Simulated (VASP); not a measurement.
# TaN (I4mm) in VASP: a series of runs

Runs on TaN. Level: LDA. Tasks: single point.

Everything below comes from runs of VASP 6.6.1. Logs are shortened: lines on timing, memory, paths and dates and some standing lists are left out, and cuts for length are marked.

## 1. The cell of the first run

It takes space group I4mm (No. 107, tetragonal). Conventional cell: a = 3.151 Å, b = 3.151 Å, c = 4.456 Å, α = 90.00°, β = 90.00°, γ = 90.00°. Within 2.7 Å of Ta (site symmetry 4mm) lie 6 N at 2.03 to 2.43 Å. Within 2.7 Å of N (site symmetry 4mm) lie 6 Ta at 2.03 to 2.43 Å.

## 2. Single point, LDA (atoms displaced along a vibrational mode, the cell strained)

The input, INCAR:

```
  PREC = Accurate
  ENCUT = 700
  EDIFF = 1E-6
  ISMEAR = 0
  SIGMA = 0.15
  LREAL = False
  LASPH = True
  NELM = 120
  ALGO = Normal
  ISIF = 2
  LWAVE = False
  LCHARG = False
  NBANDS = 16
  GGA_COMPAT = False
```

The input, KPOINTS:

```
Automatic mesh
0
Gamma
  18 18 18
```

The input, POSCAR:

```
TaN
1.0
    0.0000000000      2.2281815418      2.2281815418
    2.2281815418      0.0000000000      2.2281815418
    2.2281815418      2.2281815418      0.0000000000
Ta N
1 1
Direct
    0.4967417379      0.5032582621      0.5032582621
    0.0420914985     -0.0420914985     -0.0420914985
```

Potentials or basis: VASP PAW LDA potentials, release 64 (Ta_sv_GW, N).

Run with:

```bash
$ cat potpaw_LDA.64/Ta_sv_GW/POTCAR potpaw_LDA.64/N/POTCAR > POTCAR
$ mpirun -np 1 vasp_std > vasp.out
```

OUTCAR:

```text
PREC = Accurate
   ENCUT = 700
   EDIFF = 1E-6
   ISMEAR = 0
   LREAL = False
   LASPH = True
   NELM = 120
   ISIF = 2

 ion  position               nearest neighbor table
   1  0.497  0.503  0.503-   2 2.03   2 2.24   2 2.24   2 2.24   2 2.24   2 2.43
   2  0.042  0.958  0.958-   1 2.03   1 2.24   1 2.24   1 2.24   1 2.24   1 2.43

  LATTYP: Found a face centered cubic cell.
 ALAT       =     4.4563630836

  Lattice vectors:

 A1 = (   0.0000000000,   2.2281815418,   2.2281815418)
 A2 = (   2.2281815418,   0.0000000000,   2.2281815418)
 A3 = (   2.2281815418,   2.2281815418,   0.0000000000)

Analysis of symmetry for initial positions (statically):
=====================================================================
 Subroutine PRICEL returns:
 Original cell was already a primitive cell.

 Routine SETGRP: Setting up the symmetry group for a
 face centered cubic supercell.

 Subroutine GETGRP returns: Found  8 space group operations
 (whereof  8 operations were pure point group operations)
 out of a pool of 48 trial point group operations.

The static configuration has the point symmetry C_4v.

Analysis of symmetry for dynamics (positions and initial velocities):
=====================================================================
 Subroutine PRICEL returns:
 Original cell was already a primitive cell.

 Routine SETGRP: Setting up the symmetry group for a
 face centered cubic supercell.

 Subroutine GETGRP returns: Found  8 space group operations
 (whereof  8 operations were pure point group operations)
 out of a pool of 48 trial point group operations.

The dynamic configuration has the point symmetry C_4v.

 Subroutine INISYM returns: Found  8 space group operations
 (whereof  8 operations are pure point group operations),
 and found     1 'primitive' translations

----------------------------------------------------------------------------------------

                                     Primitive cell

  volume of cell :      22.1249

  direct lattice vectors                    reciprocal lattice vectors
     0.000000000  2.228181542  2.228181542    -0.224398233  0.224398233  0.224398233
     2.228181542  0.000000000  2.228181542     0.224398233 -0.224398233  0.224398233
     2.228181542  2.228181542  0.000000000     0.224398233  0.224398233 -0.224398233

  length of vectors
     3.151124556  3.151124556  3.151124556     0.388669140  0.388669140  0.388669140

  position of ions in fractional coordinates (direct lattice)
     0.496741738  0.503258262  0.503258262
     0.042091498  0.957908502  0.957908502

  ion indices of the primitive-cell ions
   primitive index   ion index
                 1           1
                 2           2

----------------------------------------------------------------------------------------

 KPOINTS: Automatic mesh

Automatic generation of k-mesh.
 Grid dimensions read from file:
 generate k-points for:   18   18   18

 Generating k-lattice:

  Cartesian coordinates                     Fractional coordinates (reciprocal lattice)
    -0.012466568  0.012466568  0.012466568     0.055555556  0.000000000  0.000000000
     0.012466568 -0.012466568  0.012466568     0.000000000  0.055555556  0.000000000
     0.012466568  0.012466568 -0.012466568     0.000000000  0.000000000  0.055555556

  Length of vectors
     0.021592730  0.021592730  0.021592730

  Shift w.r.t. Gamma in fractional coordinates (k-lattice)
     0.000000000  0.000000000  0.000000000

 Subroutine IBZKPT returns following result:
 ===========================================

 Found    480 irreducible k-points:

 Following reciprocal coordinates:
            Coordinates               Weight
  0.000000  0.000000  0.000000      1.000000
  0.055556  0.000000  0.000000      8.000000
  0.111111  0.000000  0.000000      8.000000
  0.166667  0.000000  0.000000      8.000000
  0.222222  0.000000  0.000000      8.000000
  0.277778  0.000000  0.000000      8.000000
[... 16 lines left out ...]
  0.388889  0.055556  0.000000     16.000000
  0.000000  0.388889  0.055556      8.000000
 [... further k-points ...]
   k-points           NKPTS =    480   k-points in BZ     NKDIM =    480   number of bands    NBANDS=     16
   number of dos      NEDOS =    301   number of ions     NIONS =      2
   total plane-waves  NPLWV =  21952
   dimension x,y,z NGX =    28 NGY =   28 NGZ =   28
   dimension x,y,z NGXF=    56 NGYF=   56 NGZF=   56
   ions per type =               1   1
   NGX,Y,Z   is equivalent  to a cutoff of  14.77, 14.77, 14.77 a.u.
   NGXF,Y,Z  is equivalent  to a cutoff of  29.54, 29.54, 29.54 a.u.
 SYSTEM =  unknown system
   PREC   = accura    normal or accurate (medium, high low for compatibility)
   ISTART =      0    job   : 0-new  1-cont  2-samecut
   ICHARG =      2    charge: 1-file 2-atom 10-const
   ISPIN  =      1    spin polarized calculation?
   LNONCOLLINEAR =      F non collinear calculations
   LSORBIT =      F    spin-orbit coupling
[... 113 lines left out ...]
      6       5.6410      2.00000
[... 8 lines left out ...]
     15      24.5874      0.00000
     16      29.6405      0.00000

 k-point     6 :       0.2778    0.0000    0.0000
  band No.  band energies     occupation
      1     -56.2138      2.00000
      2     -23.1565      2.00000
      3     -22.7523      2.00000
      4     -22.7264      2.00000
      5      -3.9304      2.00000
      6       4.8331      2.00000
[... 8 lines left out ...]
     15      24.7924      0.00000
     16      28.8936      0.00000

 k-point     7 :       0.3333    0.0000    0.0000
  band No.  band energies     occupation
      1     -56.2059      2.00000
      2     -23.2771      2.00000
      3     -22.7649      2.00000
      4     -22.7391      2.00000
      5      -3.4575      2.00000
      6       4.0940      2.00000
[... 8 lines left out ...]
     15      24.3087      0.00000
     16      27.4893      0.00000

 k-point     8 :       0.3889    0.0000    0.0000
  band No.  band energies     occupation
      1     -56.1995      2.00000
      2     -23.3737      2.00000
      3     -22.7750      2.00000
      4     -22.7494      2.00000
      5      -3.0321      2.00000
      6       3.4813      2.00000
[... 8 lines left out ...]
     15      23.8247      0.00000
     16      26.2783      0.00000

 k-point     9 :       0.4444    0.0000    0.0000
  band No.  band energies     occupation
      1     -56.1953      2.00000
      2     -23.4358      2.00000
      3     -22.7816      2.00000
      4     -22.7561      2.00000
      5      -2.7259      2.00000
      6       3.0643      2.00000
[... 8 lines left out ...]
     15      23.6051      0.00000
     16      25.4943      0.00000
[... 172 lines left out ...]
 k-point    19 :       0.2778    0.0556    0.0000
  band No.  band energies     occupation
      1     -56.2156      2.00000
      2     -23.1106      2.00000
      3     -22.7640      2.00000
      4     -22.7255      2.00000
      5      -4.0701      2.00000
      6       5.0472      2.00000
[... 8 lines left out ...]
     15      24.9223      0.00000
     16      28.5789      0.00000

 k-point    20 :       0.0000    0.2778    0.0556
  band No.  band energies     occupation
      1     -56.2156      2.00000
      2     -23.1193      2.00000
      3     -22.7436      2.00000
      4     -22.7391      2.00000
      5      -4.0570      2.00000
      6       5.0414      2.00000
[... 8 lines left out ...]
     15      24.9294      0.00000
     16      28.7583      0.00000

 k-point    21 :       0.3333    0.0556    0.0000
  band No.  band energies     occupation
      1     -56.2076      2.00000
      2     -23.2340      2.00000
      3     -22.7760      2.00000
      4     -22.7399      2.00000
      5      -3.6118      2.00000
      6       4.3295      2.00000
[... 8 lines left out ...]
     15      24.4869      0.00000
     16      27.6961      0.00000

 k-point    22 :       0.0000    0.3333    0.0556
  band No.  band energies     occupation
      1     -56.2075      2.00000
      2     -23.2406      2.00000
      3     -22.7597      2.00000
      4     -22.7513      2.00000
      5      -3.5991      2.00000
      6       4.3237      2.00000
[... 8 lines left out ...]
     15      24.5510      0.00000
     16      27.5324      0.00000

 k-point    23 :       0.3889    0.0556    0.0000
  band No.  band energies     occupation
      1     -56.2006      2.00000
      2     -23.3379      2.00000
      3     -22.7851      2.00000
      4     -22.7533      2.00000
      5      -3.1816      2.00000
      6       3.7077      2.00000
[... 8 lines left out ...]
     15      23.8519      0.00000
     16      26.4515      0.00000

 k-point    24 :       0.0000    0.3889    0.0556
  band No.  band energies     occupation
      1     -56.2006      2.00000
      2     -23.3426      2.00000
      3     -22.7750      2.00000
      4     -22.7601      2.00000
      5      -3.1709      2.00000
      6       3.7038      2.00000
[... 8 lines left out ...]
     15      23.9840      0.00000
     16      26.3617      0.00000

 [... further k-points ...]

------------------------ aborting loop because EDIFF is reached ----------------------------------------

  FORCE on cell =-STRESS in cart. coord.  units (eV):
  Direction    XX          YY          ZZ          XY          YZ          ZX
  --------------------------------------------------------------------------------------
  -------------------------------------------------------------------------------------
  Total       -0.7499502     -3.0653804     -3.0653804     -0.0000000      0.0000000      0.0000000
  in kB      -54.3076824   -221.9796911   -221.9796911     -0.0000000      0.0000000      0.0000000
  external PRESSURE =    -166.0890215 kB  Pullay stress =       0.0000000 kB

 VOLUME and BASIS-vectors are now :
 -----------------------------------------------------------------------------
  energy-cutoff  :      700.00
  volume of cell :       22.12
      direct lattice vectors                 reciprocal lattice vectors
     0.000000000  2.228181542  2.228181542    -0.224398233  0.224398233  0.224398233
     2.228181542  0.000000000  2.228181542     0.224398233 -0.224398233  0.224398233
     2.228181542  2.228181542  0.000000000     0.224398233  0.224398233 -0.224398233

 POSITION                                       TOTAL-FORCE (eV/Angst)
 -----------------------------------------------------------------------------------
      2.24270      2.22818      2.22818        -1.550605      0.000000      0.000000
      4.26879      2.22818      2.22818         1.550605      0.000000      0.000000
 -----------------------------------------------------------------------------------
    total drift:                               -0.000019     -0.000000     -0.000000

  FREE ENERGIE OF THE ION-ELECTRON SYSTEM (eV)
  ---------------------------------------------------
  free  energy   TOTEN  =       -26.4333547492 eV

  energy  without entropy=      -26.4239524219  energy(sigma->0) =      -26.42865359
```

Wall time 3 min (1 thread of Intel Xeon Platinum 8375C at 2.90GHz (Ice Lake), shared host); peak memory 0.39 GiB.

What came out:

| Quantity | Value |
| --- | --- |
| Free energy | -26.4334 eV |
| Pressure | -16.6 GPa |
| Largest force | 1.551 eV/Å |
| Band gap on the k mesh | zero (bands 9 and 10 overlap by 3.05 eV) |

Forces on the atoms (eV/Å):
```
Ta  -1.551  0.000  0.000
N    1.551  0.000  0.000
```

Levels at points of the mesh, in eV from the Fermi level:
```csv
k point,band 6,band 7,band 8,band 9,band 10,band 11,band 12,band 13
"(0.00, 0.00, 0.00)",-4.34,-4.34,-4.31,-1.88,-1.04,-1.04,0.14,1.13
"(0.50, 0.00, 0.00)",-9.86,-7.17,-7.11,1.65,1.89,1.94,3.69,6.58
"(0.50, 0.50, 0.00)",-6.39,-6.24,-4.56,-3.09,2.35,3.41,3.44,4.05
"(0.00, 0.50, 0.50)",-6.26,-5.09,-4.41,-4.41,2.10,3.40,3.40,3.69
```

Caveat: the cell differs from its parent crystal (atoms displaced along a vibrational mode, the cell strained); the stress differs along the axes, from -22 to -5 GPa; spin-orbit coupling is left out, which moves the levels of the heavy elements; forces of over 1 eV/Å act on the atoms, so gaps and moduli don't describe the material at rest.

## 3. Single point, LDA (atoms displaced along a vibrational mode, the cell strained)

The input, INCAR:

```
SYSTEM = TaN
  PREC = Accurate
  ENCUT = 700
  EDIFF = 1E-6
  ISMEAR = 0
  SIGMA = 0.15
  LREAL = .FALSE.
  LASPH = .TRUE.
  NELM = 120
  ALGO = Normal
  ISIF = 2
  LWAVE = .FALSE.
  LCHARG = .FALSE.
  NBANDS = 16
  GGA_COMPAT = .FALSE.
```

The input, KPOINTS:

```
Automatic mesh
0
G
  18 18 18
  0 0 0
```

The input, POSCAR:

```
TaN
1.0
    0.0000000000      2.1194897592      2.1194897592
    2.1194897592      0.0000000000      2.1194897592
    2.1194897592      2.1194897592      0.0000000000
Ta N
1 1
Direct
    0.4967417379      0.5032582621      0.5032582621
    0.0420914985     -0.0420914985     -0.0420914985
```

Potentials or basis: VASP PAW LDA potentials, release 64 (Ta_sv_GW, N).

Run with:

```bash
$ cat potpaw_LDA.64/Ta_sv_GW/POTCAR potpaw_LDA.64/N/POTCAR > POTCAR
$ mpirun -np 1 vasp_std > vasp.out
```

It took 2.4 min on 1 thread of Intel Xeon Platinum 8488C (Sapphire Rapids), shared host; peak memory 0.36 GiB.

It converged, with:

| Item | Value |
| --- | --- |
| Free energy | -26.2343 eV |
| Pressure | 44.6 GPa |
| Largest force | 3.184 eV/Å |
| Band gap on the k mesh | zero (bands 9 and 10 overlap by 3.79 eV) |

Forces in eV/Å, atoms in the order of the input:
```
Ta  -3.184  0.000  0.000
N    3.184  0.000  0.000
```

Stress tensor (GPa, compression positive):
```
63.95  0.00  0.00
 0.00 34.91  0.00
 0.00  0.00 34.91
```

Levels at points of the mesh, in eV from the Fermi level:
```
           k point  band 5  band 6  band 7  band 8  band 9  band 10  band 11  band 12  band 13  band 14
(0.00, 0.00, 0.00)  -19.38   -4.95   -4.95   -4.79   -2.30    -1.27    -1.27     0.19     1.34     2.69
(0.50, 0.00, 0.00)  -15.66  -11.08   -8.28   -8.19    2.07     2.36     2.44     4.28     7.97     9.24
(0.50, 0.50, 0.00)  -18.10   -7.29   -6.63   -4.86   -3.43     2.90     4.30     4.34     5.65     8.23
(0.00, 0.50, 0.50)  -18.08   -6.44   -6.15   -4.73   -4.73     2.64     4.29     4.29     4.91     7.34
```

Caveat: the cell differs from its parent crystal (atoms displaced along a vibrational mode, the cell strained); the stress differs along the axes, from 35 to 64 GPa; spin-orbit coupling is left out, which moves the levels of the heavy elements; forces of over 1 eV/Å act on the atoms, so gaps and moduli don't describe the material at rest.

## 4. Single point, LDA (atoms displaced along a vibrational mode, the cell strained)

The input, INCAR:

```
ALGO = Normal ; EDIFF = 1E-6
ENCUT = 700 ; GGA = CA
GGA_COMPAT = False ; ISIF = 2
ISMEAR = 0 ; LASPH = True
LCHARG = False ; LREAL = False
LWAVE = False ; NBANDS = 16
NELM = 120 ; PREC = Accurate
SIGMA = 0.15
```

The input, KPOINTS:

```
k-points
0
Gamma
  18 18 18
```

The input, POSCAR:

```
TaN
1.0
    0.0000000000      2.2281815418      2.2281815418
    2.2281815418      0.0000000000      2.2281815418
    2.2281815418      2.2281815418      0.0000000000
Ta N
1 1
Direct
    0.4956556505      0.5043443495      0.5043443495
    0.0561219980     -0.0561219980     -0.0561219980
```

Run with:

```bash
$ cat potpaw_LDA.64/Ta_sv_GW/POTCAR potpaw_LDA.64/N/POTCAR > POTCAR
$ mpirun -np 1 vasp_std > vasp.out
```

It took 91 s on 1 thread of Intel Xeon 6975P-C (Granite Rapids), shared host; peak memory 0.38 GiB.

It converged, with:

```
Free energy            : -26.3008 eV
Pressure               : -11.5 GPa
Largest force          : 2.431 eV/Å
Band gap on the k mesh : zero (bands 9 and 10 overlap by 2.79 eV)
```

Forces on the atoms (eV/Å):
```
Ta  -2.431  0.000  0.000
N    2.431  0.000  0.000
```

Stress tensor (GPa, compression positive):
```
  8.26   0.00   0.00
  0.00 -21.32   0.00
  0.00   0.00 -21.32
```

Levels at points of the mesh, in eV from the Fermi level:
```csv
k point,band 5,band 6,band 7,band 8,band 9,band 10,band 11,band 12,band 13,band 14
"(0.00, 0.00, 0.00)",-18.16,-4.71,-4.71,-4.69,-1.81,-0.53,-0.53,0.20,1.26,1.91
"(0.50, 0.00, 0.00)",-15.43,-9.81,-7.14,-7.03,1.50,1.87,2.04,3.66,6.22,7.94
"(0.50, 0.50, 0.00)",-16.88,-6.67,-6.39,-4.66,-2.51,2.60,3.44,3.50,3.89,6.50
"(0.00, 0.50, 0.50)",-16.85,-6.16,-5.04,-4.42,-4.42,2.20,3.14,3.42,3.42,5.58
```

Caveat: the cell differs from its parent crystal (atoms displaced along a vibrational mode, the cell strained); the stress differs along the axes, from -21 to 8 GPa; spin-orbit coupling is left out, which moves the levels of the heavy elements; forces of over 1 eV/Å act on the atoms, so gaps and moduli don't describe the material at rest.

## 5. The runs side by side

```csv
cell,gap on the mesh (eV),pressure (GPa),largest force (eV/Å)
"a = 3.151 Å, angles 60.0°, 2 atoms, atomic positions A",none,-16.6,1.55
"a = 2.997 Å, angles 60.0°, 2 atoms, atomic positions A",none,44.6,3.18
"a = 3.151 Å, angles 60.0°, 2 atoms, atomic positions B",none,-11.5,2.43
```

Alike in all rows: task single point; level LDA; potentials or basis VASP PAW LDA potentials, release 64 (Ta_sv_GW, N); no spin polarisation; k mesh 18 × 18 × 18; cutoff (eV) 700; smearing gaussian 0.15 eV.

Caveats: spin-orbit coupling is left out, which moves the levels of the heavy elements; forces of over 1 eV/Å act on the atoms, so gaps and moduli don't describe the material at rest; the stress differs along the axes, from -22 to -5 GPa (at least some runs); the stress differs along the axes, from 35 to 64 GPa (at least some runs); the stress differs along the axes, from -21 to 8 GPa (at least some runs).

Total energies depend on the potentials used, so only differences within one code and one set of settings carry meaning.
